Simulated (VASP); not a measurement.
# F (C2/m) in VASP: further runs

F is run at these levels: PBEsol; tasks: single point.

Program: VASP 6.6.1. These are calculated values, not measurements. Logs are shortened: lines on timing, memory, paths and dates and some standing lists are left out, and cuts for length are marked.

## Step 1: The cell of the first run

It takes space group C2/m (No. 12, monoclinic). Conventional cell: a = 6.523 Å, b = 3.562 Å, c = 7.560 Å, α = 90.00°, β = 113.49°, γ = 90.00°. Within 1.9 Å of F (site symmetry m) lie 1 F at 1.41 Å. F (site symmetry m) has 1 F at 1.41 Å within 1.9 Å.

## Step 2: Single point, PBEsol

INCAR reads:

```
PREC = Accurate ; ENCUT = 520
EDIFF = 1E-7 ; ISMEAR = 0
SIGMA = 0.05 ; LREAL = False
LASPH = True ; NELM = 80
ALGO = Normal ; ISIF = 2
LWAVE = False ; LCHARG = False
GGA = PS ; NBANDS = 22
```

KPOINTS reads:

```
Automatic mesh
0
Gamma
  4 4 2
```

POSCAR reads:

```
F
1.0
    3.2519794879     -1.7812103934     -0.2508207124
    3.2519794879      1.7812103934     -0.2508207124
   -2.4715241578      0.0000000000      7.1441480068
F
4
Direct
    0.0848459664      0.0848459664      0.0940038325
    0.9151540336      0.9151540336      0.9059961675
    0.5015719855      0.5015719855      0.5937195244
    0.4984280145      0.4984280145      0.4062804756
```

Potentials or basis: VASP PAW PBE potentials, release 64 (F).

Run with:

```bash
$ cat potpaw_PBE.64/F/POTCAR > POTCAR
$ mpirun -np 1 vasp_std > vasp.out
```

OUTCAR:

```text
PREC = Accurate
   ENCUT = 520
   EDIFF = 1E-7
   ISMEAR = 0
   LREAL = False
   LASPH = True
   NELM = 80
   ISIF = 2
   GGA = PS

 ion  position               nearest neighbor table
   1  0.085  0.085  0.094-   2 1.41
   2  0.915  0.915  0.906-   1 1.41
   3  0.502  0.502  0.594-   4 1.41
   4  0.498  0.498  0.406-   3 1.41

  LATTYP: Found a base centered monoclinic cell.
 ALAT       =     6.5232757475
 B/A-ratio  =     0.5461091827
 C/A-ratio  =     1.1588628859
 COS(beta)  =    -0.3986453280

  Lattice vectors:

 A1 = (   3.2519794879,  -1.7812103934,  -0.2508207124)
 A2 = (   3.2519794879,   1.7812103934,  -0.2508207124)
 A3 = (  -2.4715241578,   0.0000000000,   7.1441480068)

Analysis of symmetry for initial positions (statically):
=====================================================================
 Subroutine PRICEL returns:
 Original cell was already a primitive cell.

 Routine SETGRP: Setting up the symmetry group for a
 base centered monoclinic supercell.

 Subroutine GETGRP returns: Found  4 space group operations
 (whereof  4 operations were pure point group operations)
 out of a pool of  4 trial point group operations.

The static configuration has the point symmetry C_2h.

Analysis of symmetry for dynamics (positions and initial velocities):
=====================================================================
 Subroutine PRICEL returns:
 Original cell was already a primitive cell.

 Routine SETGRP: Setting up the symmetry group for a
 base centered monoclinic supercell.

 Subroutine GETGRP returns: Found  4 space group operations
 (whereof  4 operations were pure point group operations)
 out of a pool of  4 trial point group operations.

The dynamic configuration has the point symmetry C_2h.

 Subroutine INISYM returns: Found  4 space group operations
 (whereof  4 operations are pure point group operations),
 and found     1 'primitive' translations

----------------------------------------------------------------------------------------

                                     Primitive cell

  volume of cell :      80.5560

  direct lattice vectors                    reciprocal lattice vectors
     3.251979488 -1.781210393 -0.250820712     0.157967509 -0.280707996  0.054648996
     3.251979488  1.781210393 -0.250820712     0.157967509  0.280707996  0.054648996
    -2.471524158  0.000000000  7.144148007     0.011092022  0.000000000  0.143811998

  length of vectors
     3.716314315  3.716314315  7.559582158     0.326706636  0.326706636  0.144239120

  position of ions in fractional coordinates (direct lattice)
     0.084845966  0.084845966  0.094003833
     0.915154034  0.915154034  0.905996167
     0.501571985  0.501571985  0.593719524
     0.498428014  0.498428014  0.406280476

  ion indices of the primitive-cell ions
   primitive index   ion index
                 1           1
                 2           2
                 3           3
                 4           4

----------------------------------------------------------------------------------------

 KPOINTS: Automatic mesh

Automatic generation of k-mesh.
 Grid dimensions read from file:
 generate k-points for:    4    4    2

 Generating k-lattice:

  Cartesian coordinates                     Fractional coordinates (reciprocal lattice)
     0.039491877 -0.070176999  0.013662249     0.250000000  0.000000000  0.000000000
     0.039491877  0.070176999  0.013662249     0.000000000  0.250000000  0.000000000
     0.005546011  0.000000000  0.071905999     0.000000000  0.000000000  0.500000000

  Length of vectors
     0.081676659  0.081676659  0.072119560

  Shift w.r.t. Gamma in fractional coordinates (k-lattice)
     0.000000000  0.000000000  0.000000000

 Subroutine IBZKPT returns following result:
 ===========================================

 Found     14 irreducible k-points:

 Following reciprocal coordinates:
            Coordinates               Weight
  0.000000  0.000000  0.000000      1.000000
  0.250000 -0.000000  0.000000      4.000000
  0.500000 -0.000000  0.000000      2.000000
  0.250000  0.250000  0.000000      2.000000
  0.500000  0.250000  0.000000      4.000000
 -0.250000  0.250000  0.000000      2.000000
  0.500000  0.500000  0.000000      1.000000
 -0.000000 -0.000000  0.500000      1.000000
  0.250000  0.000000  0.500000      4.000000
  0.500000 -0.000000  0.500000      2.000000
  0.250000  0.250000  0.500000      2.000000
  0.500000  0.250000  0.500000      4.000000
 -0.250000  0.250000  0.500000      2.000000
  0.500000  0.500000  0.500000      1.000000
   k-points           NKPTS =     14   k-points in BZ     NKDIM =     14   number of bands    NBANDS=     22
   number of dos      NEDOS =    301   number of ions     NIONS =      4
   total plane-waves  NPLWV =  43904
   dimension x,y,z NGX =    28 NGY =   28 NGZ =   56
   dimension x,y,z NGXF=    56 NGYF=   56 NGZF=  112
   ions per type =               4
   NGX,Y,Z   is equivalent  to a cutoff of  12.53, 12.53, 12.32 a.u.
   NGXF,Y,Z  is equivalent  to a cutoff of  25.05, 25.05, 24.63 a.u.
 SYSTEM =  unknown system
   PREC   = accura    normal or accurate (medium, high low for compatibility)
   ISTART =      0    job   : 0-new  1-cont  2-samecut
   ICHARG =      2    charge: 1-file 2-atom 10-const
   ISPIN  =      1    spin polarized calculation?
   LNONCOLLINEAR =      F non collinear calculations
   LSORBIT =      F    spin-orbit coupling
   LASPH  =      T    aspherical Exc in radial PAW
   ENCUT  =  520.0 eV  38.22 Ry    6.18 a.u.   6.91  6.91 14.06*2*pi/ulx,y,z
   NELM   =     80;   NELMIN=  2; NELMDL= -5     # of ELM steps
   EDIFF  = 0.1E-06   stopping-criterion for ELM
   LREAL  =      F    real-space projection
   EDIFFG = 0.1E-05   stopping-criterion for IOM
   NSW    =      0    number of steps for IOM
   IBRION =     -1    ionic relax: 0-MD 1-quasi-New 2-CG
   NFREE  =      0    steps in history (QN), initial steepest desc. (CG)
   ISIF   =      2    stress and relaxation
   ISYM   =      2    0-nonsym 1-usesym 2-fastsym
   POTIM  = 0.5000    time-step for ionic-motion
   TEBEG  =    0.0;   TEEND  =   0.0 temperature during run
   PSTRESS=    0.0 pullay stress
   NELECT =      28.0000    total number of electrons
   NUPDOWN=      -1.0000    fix difference up-down
   EMIN   =  10.00;   EMAX   =-10.00  energy-range for DOS
   EFERMI =   0.00;   METHOD = LEGACY
   ISMEAR =     0;   SIGMA  =   0.05  broadening in eV -4-tet -1-fermi 0-gaus
   EFERMI_NEDOS =   21; number of points for ismear=-14 and -15
   IALGO  =     38    algorithm
   IMIX   =      4    mixing-type and parameters
     AMIX     =   0.40;   BMIX     =  1.00
     AMIX_MAG =   1.60;   BMIX_MAG =  1.00
  volume/ion in A,a.u.               =      20.14       135.90
  Fermi-wavevector in a.u.,A,eV,Ry     =   1.151052  2.175173 18.026635  1.324920
  Thomas-Fermi vector in A             =   2.287712
   LORBIT       =      0    0 simple, 1 ext, 2 COOP (PROOUT), +10 PAW based schemes
   GGA     = PS    functional components
   LHFCALC =     F    Hartree Fock is set to
   AEXX    =    0.0000 exact exchange contribution
   IVDW    =     0    specifies the selected vdW correction
   LEPSILON=     F    determine dielectric tensor
   LRPA    =     F    only Hartree local field effects (RPA)
 non-spin polarized calculation
 Gauss-broadening in eV      SIGMA  =   0.05
  energy-cutoff  :      520.00
  volume of cell :       80.56
 maximum number of plane-waves:      2186
   NGX = 13   NGY = 13   NGZ = 29

 number of electron      28.0000007 magnetization

 Free energy of the ion-electron system (eV)
  ---------------------------------------------------
  ext. energy  EPLUGINS =         0.00000000
  ---------------------------------------------------
  free energy    TOTEN  =        -7.79865737 eV

  energy without entropy =       -7.79865737  energy(sigma->0) =       -7.79865737

 E-fermi :  -5.7253     XC(G=0):  -6.5627

 val. band max:       -5.9791398012   @ k =   0.5000   0.5000   0.0000
 cond. band min:      -3.0250781209   @ k =   0.0000   0.0000   0.0000
 fundamental gap:      2.9540616803
 Fermi energy:        -5.7253167685

 k-point     1 :       0.0000    0.0000    0.0000
  band No.  band energies     occupation
      1     -30.9132      2.00000
      2     -30.7722      2.00000
      3     -24.4655      2.00000
      4     -24.2427      2.00000
      5     -12.5346      2.00000
      6     -12.0277      2.00000
[... 14 lines left out ...]
     21      13.2327      0.00000
     22      13.4538      0.00000

 k-point     2 :       0.2500   -0.0000    0.0000
  band No.  band energies     occupation
      1     -30.8953      2.00000
      2     -30.7627      2.00000
      3     -24.4297      2.00000
      4     -24.2636      2.00000
      5     -12.4585      2.00000
      6     -12.0940      2.00000
[... 14 lines left out ...]
     21      10.9387      0.00000
     22      12.6230      0.00000

 k-point     3 :       0.5000   -0.0000    0.0000
  band No.  band energies     occupation
      1     -30.8773      2.00000
      2     -30.7533      2.00000
      3     -24.3778      2.00000
      4     -24.3001      2.00000
      5     -12.3124      2.00000
      6     -12.2289      2.00000
[... 14 lines left out ...]
     21       9.7798      0.00000
     22      10.0781      0.00000
[... 226 lines left out ...]
 k-point    13 :      -0.2500    0.2500    0.5000
  band No.  band energies     occupation
      1     -30.8774      2.00000
      2     -30.7536      2.00000
      3     -24.3778      2.00000
      4     -24.2999      2.00000
      5     -12.3088      2.00000
      6     -12.2276      2.00000
[... 14 lines left out ...]
     21      10.1730      0.00000
     22      10.2187      0.00000

 k-point    14 :       0.5000    0.5000    0.5000
  band No.  band energies     occupation
      1     -30.8793      2.00000
      2     -30.7556      2.00000
      3     -24.3927      2.00000
      4     -24.3151      2.00000
      5     -12.3355      2.00000
      6     -12.2542      2.00000
[... 14 lines left out ...]
     21       8.6689      0.00000
     22       8.7865      0.00000

------------------------ aborting loop because EDIFF is reached ----------------------------------------

  FORCE on cell =-STRESS in cart. coord.  units (eV):
  Direction    XX          YY          ZZ          XY          YZ          ZX
  --------------------------------------------------------------------------------------
  -------------------------------------------------------------------------------------
  Total       -0.2448723     -0.2569244     -0.0617070      0.0000000      0.0000000      0.0034172
  in kB       -4.8702616     -5.1099661     -1.2272907      0.0000000      0.0000000      0.0679646
  external PRESSURE =      -3.7358395 kB  Pullay stress =       0.0000000 kB

 VOLUME and BASIS-vectors are now :
 -----------------------------------------------------------------------------
  energy-cutoff  :      520.00
  volume of cell :       80.56
      direct lattice vectors                 reciprocal lattice vectors
     3.251979488 -1.781210393 -0.250820712     0.157967509 -0.280707996  0.054648996
     3.251979488  1.781210393 -0.250820712     0.157967509  0.280707996  0.054648996
    -2.471524158  0.000000000  7.144148007     0.011092022  0.000000000  0.143811998

 POSITION                                       TOTAL-FORCE (eV/Angst)
 -----------------------------------------------------------------------------------
      0.31950      0.00000      0.62902         0.040516      0.000000      0.071950
      3.71293      0.00000      6.01349        -0.040516      0.000000     -0.071950
      1.79481      0.00000      3.99001        -0.019516      0.000000      0.078354
      2.23762      0.00000      2.65250         0.019516      0.000000     -0.078354
 -----------------------------------------------------------------------------------
    total drift:                                0.000000      0.000000     -0.000000

  FREE ENERGIE OF THE ION-ELECTRON SYSTEM (eV)
  ---------------------------------------------------
  free  energy   TOTEN  =        -7.7986573746 eV

  energy  without entropy=       -7.7986573746  energy(sigma->0) =       -7.79865737
```

It took 14 s on 1 thread of AMD EPYC 9R45 (Zen 5), shared host; peak memory 0.15 GiB.

Results:

* Free energy: -7.7987 eV
* Pressure: -0.4 GPa
* Largest force: 0.083 eV/Å
* Band gap on the k mesh: 2.95 eV, indirect (least direct gap 3.04 eV)

Forces on the atoms (eV/Å):
```
F    0.041  0.000  0.072
F   -0.041  0.000 -0.072
F   -0.020  0.000  0.078
F    0.020  0.000 -0.078
```

Caveat: the k points lie up to 0.51 Å⁻¹ apart; the PAW data sets were made with another functional, which shifts forces and pressure a little. A k mesh can miss the band edges.

## Step 3: Single point, PBEsol

This run uses another cell than the first one, of 16.91 Å³/atom, 0.840 times its volume.

INCAR reads:

```
SYSTEM = F
PREC = Accurate
ENCUT = 520
EDIFF = 1E-7
ISMEAR = 0
SIGMA = 0.05
LREAL = .FALSE.
LASPH = .TRUE.
NELM = 80
ALGO = Normal
ISIF = 2
LWAVE = .FALSE.
LCHARG = .FALSE.
GGA = PS
NBANDS = 22
```

KPOINTS reads:

```
regular mesh
0
G
  4 4 2
  0 0 0
```

POSCAR reads:

```
F
1.0
    2.8468385326     -1.7445097276     -0.2195727469
    2.8468385326      1.7445097276     -0.2195727469
   -2.1081790314      0.0000000000      6.9728509444
F
4
Direct
    0.0848459664      0.0848459664      0.0940038325
    0.9151540336      0.9151540336      0.9059961675
    0.5015719855      0.5015719855      0.5937195244
    0.4984280145      0.4984280145      0.4062804756
```

Potentials or basis: VASP PAW PBE potentials, release 64 (F).

Run with:

```bash
$ cat potpaw_PBE.64/F/POTCAR > POTCAR
$ mpirun -np 1 vasp_std > vasp.out
```

Run time: 23 s. Hardware: 1 thread of Intel Xeon Platinum 8175M at 2.50GHz (Skylake/Cascade Lake), shared host; peak memory 0.18 GiB.

The run converged. Its results:

- Free energy: -7.6824 eV
- Pressure: 4.6 GPa
- Largest force: 2.250 eV/Å
- Band gap on the k mesh: 3.41 eV, indirect (least direct gap 3.51 eV)

Forces on the atoms (eV/Å):
```
F    0.937  0.000  2.037
F   -0.937  0.000 -2.037
F   -0.642  0.000  2.156
F    0.642  0.000 -2.156
```

Stress tensor (GPa, compression positive):
```
 1.57  0.00  0.95
 0.00 -0.45  0.00
 0.95  0.00 12.60
```

Levels at points of the mesh, in eV from the valence-band top:
| k point | band 11 | band 12 | band 13 | band 14 | band 15 | band 16 | band 17 | band 18 |
| --- | --- | --- | --- | --- | --- | --- | --- | --- |
| (0.00, 0.00, 0.00) | -0.34 | -0.20 | -0.12 | -0.10 | 3.41 | 4.41 | 8.69 | 11.06 |
| (0.50, 0.00, 0.00) | -0.46 | -0.36 | -0.31 | -0.19 | 3.96 | 4.06 | 12.77 | 12.94 |
| (0.50, 0.50, 0.00) | -0.42 | -0.36 | -0.25 | 0.00 | 3.88 | 4.07 | 13.07 | 13.66 |
| (0.00, 0.00, 0.50) | -0.31 | -0.19 | -0.18 | -0.10 | 3.83 | 3.93 | 9.56 | 9.59 |
| (0.50, 0.00, 0.50) | -0.59 | -0.36 | -0.23 | -0.07 | 3.72 | 4.26 | 12.67 | 13.61 |
| (0.50, 0.50, 0.50) | -0.46 | -0.34 | -0.22 | -0.13 | 3.96 | 4.06 | 12.94 | 13.12 |

Caveat: the k points lie up to 0.54 Å⁻¹ apart; the PAW data sets were made with another functional, which shifts forces and pressure a little. Expect the measured gap to be larger: semilocal functionals such as PBEsol lack the derivative discontinuity.

## Step 4: Single point, PBEsol

This run uses another cell than the first one, of 17.37 Å³/atom, 0.863 times its volume.

INCAR reads:

```
PREC = Accurate
ENCUT = 520
EDIFF = 1E-7
ISMEAR = 0
SIGMA = 0.05
LREAL = F
LASPH = T
NELM = 60
ALGO = Normal
ISIF = 2
LWAVE = F
LCHARG = F
GGA = PS
NBANDS = 22
```

KPOINTS reads:

```
Automatic mesh
0
Gamma
  4 4 2
```

POSCAR reads:

```
F
1.0
    3.0956494146     -1.6955835460     -0.2387631886
    3.0956494146      1.6955835460     -0.2387631886
   -2.3527123529      0.0000000000      6.8007125129
F
4
Direct
    0.0848459664      0.0848459664      0.0940038325
    0.9151540336      0.9151540336      0.9059961675
    0.5015719855      0.5015719855      0.5937195244
    0.4984280145      0.4984280145      0.4062804756
```

Run with:

```bash
$ cat potpaw_PBE.64/F/POTCAR > POTCAR
$ mpirun -np 1 vasp_std > vasp.out
```

Run time: 24 s. Hardware: 1 thread of Intel Xeon Platinum 8175M at 2.50GHz (Skylake/Cascade Lake), shared host; peak memory 0.18 GiB.

Results (log left out):

* Free energy: -7.5857 eV
* Pressure: 6.3 GPa
* Largest force: 3.206 eV/Å
* Band gap on the k mesh: 3.72 eV, indirect (least direct gap 3.84 eV)

Forces in eV/Å, atoms in the order of the input:
```
F    1.455  0.000  2.835
F   -1.455  0.000 -2.835
F   -1.017  0.000  3.040
F    1.017  0.000 -3.040
```

Stress tensor (GPa, compression positive):
```
 2.65  0.00  1.16
 0.00 -0.44  0.00
 1.16  0.00 16.81
```

Levels at points of the mesh, in eV from the valence-band top:
```tsv
k point	band 12	band 13	band 14	band 15	band 16	band 17
(0.00, 0.00, 0.00)	-0.20	-0.16	-0.12	3.72	4.60	8.50
(0.50, 0.00, 0.00)	-0.40	-0.35	-0.24	4.22	4.29	12.57
(0.50, 0.50, 0.00)	-0.33	-0.23	0.00	4.16	4.26	12.68
(0.00, 0.00, 0.50)	-0.26	-0.19	-0.13	4.08	4.15	9.45
(0.50, 0.00, 0.50)	-0.43	-0.25	-0.09	4.03	4.46	12.51
(0.50, 0.50, 0.50)	-0.32	-0.19	-0.13	4.19	4.28	12.29
```

Caveat: the k points lie up to 0.54 Å⁻¹ apart; the PAW data sets were made with another functional, which shifts forces and pressure a little.

(Continued in part 2 of 2.)
